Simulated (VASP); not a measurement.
# CoO in VASP: notebook, part 2 of 3

VASP 6.6.1. Earlier steps stand in the parts before.

## (3) Single point, PBE, collinear spin, ferromagnetic start (equal xy, yz and zx shear strains of +3 %)

INCAR

```
PREC = Accurate
ENCUT = 520
EDIFF = 1E-6
ISMEAR = -1
SIGMA = 0.03
LREAL = False
LASPH = True
NELM = 150
ALGO = Normal
ISIF = 2
LWAVE = False
LCHARG = False
ISPIN = 2
MAGMOM = 2 0
LORBIT = 11
LMAXMIX = 4
GGA = PE
NBANDS = 18
```

KPOINTS

```
Automatic mesh
0
Gamma
  13 13 15
```

POSCAR

```
CoO
1.0
   -1.4537714013      1.5169888999      2.1072499549
    1.5169888999     -1.4537714013      2.1072499549
    1.4990114059      1.4990114059     -2.0620099503
Co O
1 1
Direct
    0.0000000000      0.0000000000      0.0000000000
    0.5000000000      0.5000000000      0.0000000000
```

Potentials or basis: VASP PAW PBE potentials, release 64 (Co, O).

Launch:

```sh
$ cat potpaw_PBE.64/Co/POTCAR potpaw_PBE.64/O/POTCAR > POTCAR
$ mpirun -np 1 vasp_std > vasp.out
```

OUTCAR:

```text
PREC = Accurate
   ENCUT = 520
   EDIFF = 1E-6
   ISMEAR = -1
   LREAL = False
   LASPH = True
   NELM = 150
   ISIF = 2
   ISPIN = 2
   LORBIT = 11
   GGA = PE

 ion  position               nearest neighbor table
   1  0.000  0.000  0.000-   2 2.10   2 2.10   2 2.11   2 2.11   2 2.17   2 2.17
   2  0.500  0.500  0.000-   1 2.10   1 2.10   1 2.11   1 2.11   1 2.17   1 2.17

  LATTYP: Found a base centered monoclinic cell.
 ALAT       =     4.2154480656
 B/A-ratio  =     0.9966412688
 C/A-ratio  =     0.7015520316
 COS(beta)  =    -0.6818880858

  Lattice vectors:

 A1 = (  -1.4537714013,   1.5169888999,   2.1072499549)
 A2 = (   1.5169888999,  -1.4537714013,   2.1072499549)
 A3 = (   1.4990114059,   1.4990114059,  -2.0620099503)

Analysis of symmetry for initial positions (statically):
=====================================================================
 Subroutine PRICEL returns:
 Original cell was already a primitive cell.

 Routine SETGRP: Setting up the symmetry group for a
 base centered monoclinic supercell.

 Subroutine GETGRP returns: Found  4 space group operations
 (whereof  4 operations were pure point group operations)
 out of a pool of  4 trial point group operations.

The static configuration has the point symmetry C_2h.

Analysis of symmetry for dynamics (positions and initial velocities):
=====================================================================
 Subroutine PRICEL returns:
 Original cell was already a primitive cell.

 Routine SETGRP: Setting up the symmetry group for a
 base centered monoclinic supercell.

 Subroutine GETGRP returns: Found  4 space group operations
 (whereof  4 operations were pure point group operations)
 out of a pool of  4 trial point group operations.

The dynamic configuration has the point symmetry C_2h.

Analysis of structural, dynamic, and magnetic symmetry:
=====================================================================
 Subroutine PRICEL returns:
 Original cell was already a primitive cell.

 Routine SETGRP: Setting up the symmetry group for a
 base centered monoclinic supercell.

 Subroutine GETGRP returns: Found  4 space group operations
 (whereof  4 operations were pure point group operations)
 out of a pool of  4 trial point group operations.

The overall configuration has the point symmetry C_2h.

 Subroutine INISYM returns: Found  4 space group operations
 (whereof  4 operations are pure point group operations),
 and found     1 'primitive' translations

----------------------------------------------------------------------------------------

                                     Primitive cell

  volume of cell :      19.1553

  direct lattice vectors                    reciprocal lattice vectors
    -1.453771401  1.516988900  2.107249955    -0.008410246  0.328203919  0.232479171
     1.516988900 -1.453771401  2.107249955     0.328203919 -0.008410246  0.232479171
     1.499011406  1.499011406 -2.062009950     0.326809870  0.326809870 -0.009804296

  length of vectors
[... 71 lines left out ...]
   NGXF,Y,Z  is equivalent  to a cutoff of  26.82, 26.82, 26.98 a.u.
 SYSTEM =  unknown system
   PREC   = accura    normal or accurate (medium, high low for compatibility)
   ISTART =      0    job   : 0-new  1-cont  2-samecut
   ICHARG =      2    charge: 1-file 2-atom 10-const
   ISPIN  =      2    spin polarized calculation?
   LNONCOLLINEAR =      F non collinear calculations
   LSORBIT =      F    spin-orbit coupling
   LASPH  =      T    aspherical Exc in radial PAW
   ENCUT  =  520.0 eV  38.22 Ry    6.18 a.u.   5.53  5.53  5.50*2*pi/ulx,y,z
   NELM   =    150;   NELMIN=  2; NELMDL= -5     # of ELM steps
   EDIFF  = 0.1E-05   stopping-criterion for ELM
   LREAL  =      F    real-space projection
   EDIFFG = 0.1E-04   stopping-criterion for IOM
   NSW    =      0    number of steps for IOM
   IBRION =     -1    ionic relax: 0-MD 1-quasi-New 2-CG
   NFREE  =      0    steps in history (QN), initial steepest desc. (CG)
   ISIF   =      2    stress and relaxation
   ISYM   =      2    0-nonsym 1-usesym 2-fastsym
   POTIM  = 0.5000    time-step for ionic-motion
   TEBEG  =    0.0;   TEEND  =   0.0 temperature during run
   PSTRESS=    0.0 pullay stress
   NELECT =      15.0000    total number of electrons
   NUPDOWN=      -1.0000    fix difference up-down
   EMIN   =  10.00;   EMAX   =-10.00  energy-range for DOS
   EFERMI =   0.00;   METHOD = LEGACY
   ISMEAR =    -1;   SIGMA  =   0.03  broadening in eV -4-tet -1-fermi 0-gaus
   EFERMI_NEDOS =   21; number of points for ismear=-14 and -15
   IALGO  =     38    algorithm
   IMIX   =      4    mixing-type and parameters
     AMIX     =   0.40;   BMIX     =  1.00
     AMIX_MAG =   1.60;   BMIX_MAG =  1.00
  volume/ion in A,a.u.               =       9.58        64.63
  Fermi-wavevector in a.u.,A,eV,Ry     =   1.508953  2.851508 30.979643  2.276940
  Thomas-Fermi vector in A             =   2.619339
   LORBIT       =     11    0 simple, 1 ext, 2 COOP (PROOUT), +10 PAW based schemes
   GGA     = PE    functional components
   LHFCALC =     F    Hartree Fock is set to
   AEXX    =    0.0000 exact exchange contribution
   IVDW    =     0    specifies the selected vdW correction
   LEPSILON=     F    determine dielectric tensor
   LRPA    =     F    only Hartree local field effects (RPA)
 spin polarized calculation
  energy-cutoff  :      520.00
  volume of cell :       19.16
 maximum number of plane-waves:       539
 NGX is ok and might be reduce to    24
   NGX = 11   NGY = 11   NGZ = 11

 number of electron      15.0000001 magnetization       2.8918731

 Free energy of the ion-electron system (eV)
  ---------------------------------------------------
  ext. energy  EPLUGINS =         0.00000000
  ---------------------------------------------------
  free energy    TOTEN  =       -13.05383176 eV

  energy without entropy =      -13.04201732  energy(sigma->0) =      -13.04792454

 E-fermi :   8.0255     XC(G=0): -12.4590

 val. band max:        8.0250606591   @ k =  -0.3846   0.3846   0.1333
 cond. band min:       8.0261611339   @ k =  -0.1538  -0.3846   0.2667
 fundamental gap:      0.0011004748
 Fermi energy:         8.0255399292

 spin component 1

 k-point     1 :       0.0000    0.0000    0.0000
  band No.  band energies     occupation
      1     -12.2445      1.00000
      2       4.7338      1.00000
      3       4.7372      1.00000
      4       4.7577      1.00000
      5       4.7618      1.00000
      6       4.8391      1.00000
[... 493 lines left out ...]
     17      35.5770      0.00000
     18      36.5559      0.00000

 [... further k-points ...]

 spin component 2

 k-point     1 :       0.0000    0.0000    0.0000
  band No.  band energies     occupation
      1     -11.7454      1.00000
      2       5.3070      1.00000
      3       5.3755      1.00000
      4       5.6174      1.00000
      5       6.8057      1.00000
      6       6.9292      1.00000
[... 493 lines left out ...]
     17      35.9548      0.00000
     18      37.1005      0.00000

 [... further k-points ...]

------------------------ aborting loop because EDIFF is reached ----------------------------------------

  FORCE on cell =-STRESS in cart. coord.  units (eV):
  Direction    XX          YY          ZZ          XY          YZ          ZX
  --------------------------------------------------------------------------------------
  -------------------------------------------------------------------------------------
  Total       -0.0873993     -0.0873993     -0.0363958     -0.0756998      0.0437176      0.0437040
  in kB       -7.3102144     -7.3102144     -3.0442032     -6.3316449      3.6566072      3.6554667
  external PRESSURE =      -5.8882107 kB  Pullay stress =       0.0000000 kB

 VOLUME and BASIS-vectors are now :
 -----------------------------------------------------------------------------
  energy-cutoff  :      520.00
  volume of cell :       19.16
      direct lattice vectors                 reciprocal lattice vectors
    -1.453771401  1.516988900  2.107249955    -0.008410246  0.328203919  0.232479171
     1.516988900 -1.453771401  2.107249955     0.328203919 -0.008410246  0.232479171
     1.499011406  1.499011406 -2.062009950     0.326809870  0.326809870 -0.009804296

 POSITION                                       TOTAL-FORCE (eV/Angst)
 -----------------------------------------------------------------------------------
      0.00000      0.00000      0.00000         0.000000      0.000000     -0.000000
      0.03161      0.03161      2.10725        -0.000000     -0.000000      0.000000
 -----------------------------------------------------------------------------------
    total drift:                               -0.000000      0.000000     -0.000000

  FREE ENERGIE OF THE ION-ELECTRON SYSTEM (eV)
  ---------------------------------------------------
  free  energy   TOTEN  =       -13.0538317556 eV

  energy  without entropy=      -13.0420173215  energy(sigma->0) =      -13.04792454

 total charge

# of ion       s       p       d       tot
------------------------------------------
    1        0.297   0.363   7.150   7.810
    2        1.556   3.427   0.000   4.984
--------------------------------------------------
tot          1.853   3.790   7.150  12.794

 magnetization (x)

# of ion       s       p       d       tot
------------------------------------------
    1        0.021   0.018   2.506   2.545
    2        0.029   0.268   0.000   0.297
--------------------------------------------------
tot          0.050   0.286   2.506   2.841
```

OSZICAR:

```text
N       E                     dE             d eps       ncg     rms          rms(c)
DAV:   1     0.772775326099E+02    0.77278E+02   -0.65777E+03 51498   0.959E+02
DAV:   2    -0.106165481258E+02   -0.87894E+02   -0.76050E+02 51936   0.222E+02
DAV:   3    -0.153962676008E+02   -0.47797E+01   -0.46221E+01 57716   0.548E+01
DAV:   4    -0.154453373213E+02   -0.49070E-01   -0.49024E-01 60374   0.531E+00
DAV:   5    -0.154464568181E+02   -0.11195E-02   -0.11193E-02 61320   0.801E-01    0.166E+01
DAV:   6    -0.143352130626E+02    0.11112E+01   -0.16413E+01 63282   0.604E+01    0.200E+01
DAV:   7    -0.131680372193E+02    0.11672E+01   -0.71939E+00 61502   0.474E+01    0.815E+00
DAV:   8    -0.130690293098E+02    0.99008E-01   -0.40503E-01 70922   0.985E+00    0.418E+00
DAV:   9    -0.130718780262E+02   -0.28487E-02   -0.24875E-01 72952   0.823E+00    0.276E+00
DAV:  10    -0.130566411834E+02    0.15237E-01   -0.72253E-02 73192   0.496E+00    0.835E-01
DAV:  11    -0.130526835685E+02    0.39576E-02   -0.27642E-02 68202   0.243E+00    0.406E-01
DAV:  12    -0.130539846796E+02   -0.13011E-02   -0.11090E-02 70998   0.970E-01    0.273E-01
DAV:  13    -0.130542046011E+02   -0.21992E-03   -0.67444E-04 63862   0.386E-01    0.260E-01
DAV:  14    -0.130540672707E+02    0.13733E-03   -0.11834E-04 71894   0.172E-01    0.207E-01
DAV:  15    -0.130538317708E+02    0.23550E-03   -0.27520E-04 65780   0.355E-01    0.970E-02
DAV:  16    -0.130538223775E+02    0.93934E-05   -0.45866E-04 72560   0.308E-01    0.692E-02
DAV:  17    -0.130538323759E+02   -0.99984E-05   -0.69943E-05 69400   0.983E-02    0.719E-02
DAV:  18    -0.130538317556E+02    0.62033E-06   -0.55415E-06 65186   0.358E-02
   1 F= -.13053832E+02 E0= -.13047925E+02  d E =-.118144E-01  mag=     2.8908
```

stdout:

```text
POSCAR found type information on POSCAR CoO
 POSCAR found :  2 types and       2 ions
 scaLAPACK will be used
 LDA part: xc-table for (Slater+PW92), standard interpolation
 POSCAR, INCAR and KPOINTS ok, starting setup
 FFT: planning ... GRIDC
 FFT: planning ... GRID_SOFT
 FFT: planning ... GRID
 WAVECAR not read
 entering main loop
```

Wall time 19 min (1 thread of AMD EPYC 7R13, shared host); peak memory 0.42 GiB.

Results:

| Property | Result |
| --- | --- |
| Free energy | -13.0538 eV |
| Pressure | -0.6 GPa |
| Net moment | 2.89 μB per cell |
| Site moments | Co +2.54; O +0.30 μB |
| Valence electrons inside the program's atomic spheres | Co 7.81; O 4.98 |

Caveat: the cell differs from its parent crystal (equal xy, yz and zx shear strains of +3 %); a cell with one magnetic atom can't hold antiferromagnetic order, which such compounds often take; semilocal functionals often make such compounds metallic where correlation or magnetic order opens a gap, which also shifts bond lengths.

(Part 2 of 3 ends here.)
